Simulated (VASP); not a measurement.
# LiF (I4/mmm) in VASP: further runs

Runs on LiF. Level: PBE. Tasks: single point.

Everything below comes from runs of VASP 6.6.1. Logs are shortened: lines on timing, memory, paths and dates and some standing lists are left out, and cuts for length are marked.

### Step 1. The cell of the first run

Symmetry: I4/mmm, No. 139, tetragonal system. The conventional cell has a = 2.677 Å, b = 2.677 Å, c = 4.028 Å, α = 90.00°, β = 90.00°, γ = 90.00°. Li (site symmetry 4/mmm) has 6 F at 1.89 to 2.01 Å within 2.5 Å. F (site symmetry 4/mmm) has 6 Li at 1.89 to 2.01 Å within 2.5 Å.

### Step 2. Single point, PBE (strain -0.0600 x Voigt [1, 1, 0, 0, 0, 0])

File INCAR:

```
PREC = Accurate ; ENCUT = 520
EDIFF = 1E-7 ; ISMEAR = 0
SIGMA = 0.05 ; LREAL = False
LASPH = True ; NELM = 80
ALGO = Normal ; ISIF = 2
LWAVE = False ; LCHARG = False
GGA = PE ; NBANDS = 12
```

File KPOINTS:

```
regular mesh
0
Gamma
  10 10 10
```

File POSCAR:

```
LiF
1.0
    0.0000000000      1.8931600000      2.0140000000
    1.8931600000      0.0000000000      2.0140000000
    1.8931600000      1.8931600000      0.0000000000
Li F
1 1
Direct
    0.0000000000      0.0000000000      0.0000000000
    0.5000000000      0.5000000000      0.5000000000
```

Potentials or basis: VASP PAW PBE potentials, release 64 (Li_sv, F).

Run with:

```sh
$ cat potpaw_PBE.64/Li_sv/POTCAR potpaw_PBE.64/F/POTCAR > POTCAR
$ mpirun -np 1 vasp_std > vasp.out
```

OUTCAR:

```text
PREC = Accurate
   ENCUT = 520
   EDIFF = 1E-7
   ISMEAR = 0
   LREAL = False
   LASPH = True
   NELM = 80
   ISIF = 2
   GGA = PE

 ion  position               nearest neighbor table
   1  0.000  0.000  0.000-   2 1.89   2 1.89   2 1.89   2 1.89   2 2.01   2 2.01
   2  0.500  0.500  0.500-   1 1.89   1 1.89   1 1.89   1 1.89   1 2.01   1 2.01

  LATTYP: Found a body centered tetragonal cell.
 ALAT       =     2.6773325477
 C/A-ratio  =     1.5044825132

  Lattice vectors:

 A1 = (  -1.8931600000,   0.0000000000,   2.0140000000)
 A2 = (   1.8931600000,   0.0000000000,   2.0140000000)
 A3 = (   0.0000000000,   1.8931600000,  -2.0140000000)

Analysis of symmetry for initial positions (statically):
=====================================================================
 Subroutine PRICEL returns:
 Original cell was already a primitive cell.

 Routine SETGRP: Setting up the symmetry group for a
 body centered tetragonal supercell.

 Subroutine GETGRP returns: Found 16 space group operations
 (whereof 16 operations were pure point group operations)
 out of a pool of 16 trial point group operations.

The static configuration has the point symmetry D_4h.

Analysis of symmetry for dynamics (positions and initial velocities):
=====================================================================
 Subroutine PRICEL returns:
 Original cell was already a primitive cell.

 Routine SETGRP: Setting up the symmetry group for a
 body centered tetragonal supercell.

 Subroutine GETGRP returns: Found 16 space group operations
 (whereof 16 operations were pure point group operations)
 out of a pool of 16 trial point group operations.

The dynamic configuration has the point symmetry D_4h.

 Subroutine INISYM returns: Found 16 space group operations
 (whereof 16 operations are pure point group operations),
 and found     1 'primitive' translations

----------------------------------------------------------------------------------------

                                     Primitive cell

  volume of cell :      14.4366

  direct lattice vectors                    reciprocal lattice vectors
     0.000000000  1.893160000  2.014000000    -0.264108686  0.264108686  0.248262165
     1.893160000  0.000000000  2.014000000     0.264108686 -0.264108686  0.248262165
     1.893160000  1.893160000  0.000000000     0.264108686  0.264108686 -0.248262165

  length of vectors
     2.764100357  2.764100357  2.677332548     0.448487345  0.448487345  0.448487345

  position of ions in fractional coordinates (direct lattice)
     0.000000000  0.000000000  0.000000000
     0.500000000  0.500000000  0.500000000

  ion indices of the primitive-cell ions
[... 83 lines left out ...]
   POTIM  = 0.5000    time-step for ionic-motion
   TEBEG  =    0.0;   TEEND  =   0.0 temperature during run
   PSTRESS=    0.0 pullay stress
   NELECT =      10.0000    total number of electrons
   NUPDOWN=      -1.0000    fix difference up-down
   EMIN   =  10.00;   EMAX   =-10.00  energy-range for DOS
   EFERMI =   0.00;   METHOD = LEGACY
   ISMEAR =     0;   SIGMA  =   0.05  broadening in eV -4-tet -1-fermi 0-gaus
   EFERMI_NEDOS =   21; number of points for ismear=-14 and -15
   IALGO  =     38    algorithm
   IMIX   =      4    mixing-type and parameters
     AMIX     =   0.40;   BMIX     =  1.00
     AMIX_MAG =   1.60;   BMIX_MAG =  1.00
  volume/ion in A,a.u.               =       7.22        48.71
  Fermi-wavevector in a.u.,A,eV,Ry     =   1.448505  2.737278 28.547309  2.098168
  Thomas-Fermi vector in A             =   2.566339
   LORBIT       =      0    0 simple, 1 ext, 2 COOP (PROOUT), +10 PAW based schemes
   GGA     = PE    functional components
   LHFCALC =     F    Hartree Fock is set to
   AEXX    =    0.0000 exact exchange contribution
   IVDW    =     0    specifies the selected vdW correction
   LEPSILON=     F    determine dielectric tensor
   LRPA    =     F    only Hartree local field effects (RPA)
 non-spin polarized calculation
 Gauss-broadening in eV      SIGMA  =   0.05
  energy-cutoff  :      520.00
  volume of cell :       14.44
 maximum number of plane-waves:       400
 NGX is ok and might be reduce to    24
   NGX = 11   NGY = 11   NGZ =  9

 number of electron      10.0000000 magnetization

 number of electron       9.9999995 magnetization

 Free energy of the ion-electron system (eV)
  ---------------------------------------------------
  ext. energy  EPLUGINS =         0.00000000
  ---------------------------------------------------
  free energy    TOTEN  =        -9.52936360 eV

  energy without entropy =       -9.52936360  energy(sigma->0) =       -9.52936360

 E-fermi :   0.3107     XC(G=0): -10.5936

 val. band max:       -0.1317718822   @ k =   0.0000   0.0000   0.0000
 cond. band min:      10.0408811385   @ k =   0.0000   0.0000   0.0000
 fundamental gap:     10.1726530207
 Fermi energy:         0.3107434003

 k-point     1 :       0.0000    0.0000    0.0000
  band No.  band energies     occupation
      1     -40.8877      2.00000
      2     -20.5467      2.00000
      3      -0.2594      2.00000
      4      -0.2594      2.00000
      5      -0.1318      2.00000
      6      10.0409      0.00000
      7      24.4081      0.00000
      8      25.0183      0.00000
      9      25.6053      0.00000
     10      25.6053      0.00000
     11      26.0234      0.00000
     12      26.0234      0.00000
[... 331 lines left out ...]
 k-point    24 :       0.4000    0.3000    0.0000
  band No.  band energies     occupation
      1     -40.7978      2.00000
      2     -19.9220      2.00000
      3      -2.9978      2.00000
      4      -1.1758      2.00000
      5      -1.0153      2.00000
      6      13.6573      0.00000
      7      17.8355      0.00000
      8      19.5535      0.00000
      9      22.0681      0.00000
     10      23.1545      0.00000
     11      36.1334      0.00000
     12      37.4826      0.00000

 [... further k-points ...]
[... 5 lines left out ...]
  --------------------------------------------------------------------------------------
  -------------------------------------------------------------------------------------
  Total        1.5796621      1.5796621      0.7659983      0.0000000     -0.0000000     -0.0000000
  in kB      175.3116134    175.3116134     85.0108391      0.0000000     -0.0000000     -0.0000000
  external PRESSURE =     145.2113553 kB  Pullay stress =       0.0000000 kB

 VOLUME and BASIS-vectors are now :
 -----------------------------------------------------------------------------
  energy-cutoff  :      520.00
  volume of cell :       14.44
      direct lattice vectors                 reciprocal lattice vectors
     0.000000000  1.893160000  2.014000000    -0.264108686  0.264108686  0.248262165
     1.893160000  0.000000000  2.014000000     0.264108686 -0.264108686  0.248262165
     1.893160000  1.893160000  0.000000000     0.264108686  0.264108686 -0.248262165

 POSITION                                       TOTAL-FORCE (eV/Angst)
 -----------------------------------------------------------------------------------
      0.00000      0.00000      0.00000         0.000000     -0.000000      0.000000
      1.89316      1.89316      2.01400         0.000000      0.000000      0.000000
 -----------------------------------------------------------------------------------
    total drift:                               -0.000000     -0.000000      0.000000

  FREE ENERGIE OF THE ION-ELECTRON SYSTEM (eV)
  ---------------------------------------------------
  free  energy   TOTEN  =        -9.5293635996 eV

  energy  without entropy=       -9.5293635996  energy(sigma->0) =       -9.52936360
```

OSZICAR:

```text
N       E                     dE             d eps       ncg     rms          rms(c)
DAV:   1     0.315447399570E+02    0.31545E+02   -0.55589E+03  2568   0.852E+02
DAV:   2    -0.902824232623E+01   -0.40573E+02   -0.39764E+02  2944   0.193E+02
DAV:   3    -0.100442255993E+02   -0.10160E+01   -0.10142E+01  3236   0.261E+01
DAV:   4    -0.100538890356E+02   -0.96634E-02   -0.96629E-02  2828   0.266E+00
DAV:   5    -0.100539944501E+02   -0.10541E-03   -0.10541E-03  3152   0.198E-01    0.460E+00
DAV:   6    -0.951816373560E+01    0.53583E+00   -0.23715E+00  2800   0.991E+00    0.131E+00
DAV:   7    -0.952287914627E+01   -0.47154E-02   -0.24520E-02  3236   0.137E+00    0.846E-01
DAV:   8    -0.952927334885E+01   -0.63942E-02   -0.13348E-02  2996   0.121E+00    0.104E-01
DAV:   9    -0.952928904795E+01   -0.15699E-04   -0.87758E-04  2828   0.270E-01    0.405E-02
DAV:  10    -0.952936609112E+01   -0.77043E-04   -0.10365E-04  2832   0.830E-02    0.141E-02
DAV:  11    -0.952936350493E+01    0.25862E-05   -0.56410E-06  3096   0.224E-02    0.274E-03
DAV:  12    -0.952936359963E+01   -0.94700E-07   -0.39761E-07  2904   0.560E-03
   1 F= -.95293636E+01 E0= -.95293636E+01  d E =-.271029E-38
```

Wall time 6.2 s (1 thread of Intel Xeon 6975P-C (Granite Rapids), shared host); peak memory 0.13 GiB.

What came out:

```yaml
Free_energy: -9.5294 eV
Band_gap_on_the_k_mesh: 10.17 eV, direct
```

Caveat: the cell differs from its parent crystal (strain -0.0600 x Voigt [1, 1, 0, 0, 0, 0]); the cutoff is under 1.25 times the usual one of these potentials, so pressure, stress and relaxed cells hold a basis-set (Pulay) error. A k mesh can miss the band edges.

### Step 3. Single point, PBE (strain -0.0450 x Voigt [1, 1, 0, 0, 0, 0])

File INCAR:

```
  ALGO = Normal
  EDIFF = 1E-6
  ENCUT = 520
  GGA = PE
  ISIF = 2
  ISMEAR = 0
  LASPH = T
  LCHARG = F
  LREAL = F
  LWAVE = F
  NBANDS = 12
  NELM = 100
  PREC = Accurate
  SIGMA = 0.05
```

File KPOINTS:

```
k-points
0
Gamma
  10 10 10
```

File POSCAR:

```
LiF
1.0
    0.0000000000      1.9233700000      2.0140000000
    1.9233700000      0.0000000000      2.0140000000
    1.9233700000      1.9233700000      0.0000000000
Li F
1 1
Direct
    0.0000000000      0.0000000000      0.0000000000
    0.5000000000      0.5000000000      0.5000000000
```

Potentials or basis: VASP PAW PBE potentials, release 64 (Li_sv, F).

Run with:

```sh
$ cat potpaw_PBE.64/Li_sv/POTCAR potpaw_PBE.64/F/POTCAR > POTCAR
$ mpirun -np 1 vasp_std > vasp.out
```

It took 6.2 s on 1 thread of Intel Xeon 6975P-C (Granite Rapids), shared host; peak memory 0.13 GiB.

It converged, with:

```
Free energy            : -9.5743 eV
Band gap on the k mesh : 9.88 eV, direct
```

Levels at points of the mesh, in eV from the valence-band top:
```tsv
k point	band 3	band 4	band 5	band 6	band 7	band 8
(0.00, 0.00, 0.00)	-0.10	-0.10	0.00	9.88	24.39	24.93
(0.50, 0.00, 0.00)	-2.86	-0.38	-0.27	11.21	17.79	19.17
(0.50, 0.50, 0.00)	-3.52	-1.10	-1.10	15.07	17.29	18.55
(0.50, 0.00, 0.50)	-3.47	-1.42	-1.10	15.96	16.65	18.57
```

Caveat: the cell differs from its parent crystal (strain -0.0450 x Voigt [1, 1, 0, 0, 0, 0]); the cutoff is under 1.25 times the usual one of these potentials, so pressure, stress and relaxed cells hold a basis-set (Pulay) error. A k mesh can miss the band edges.

(Continued in part 2 of 2.)
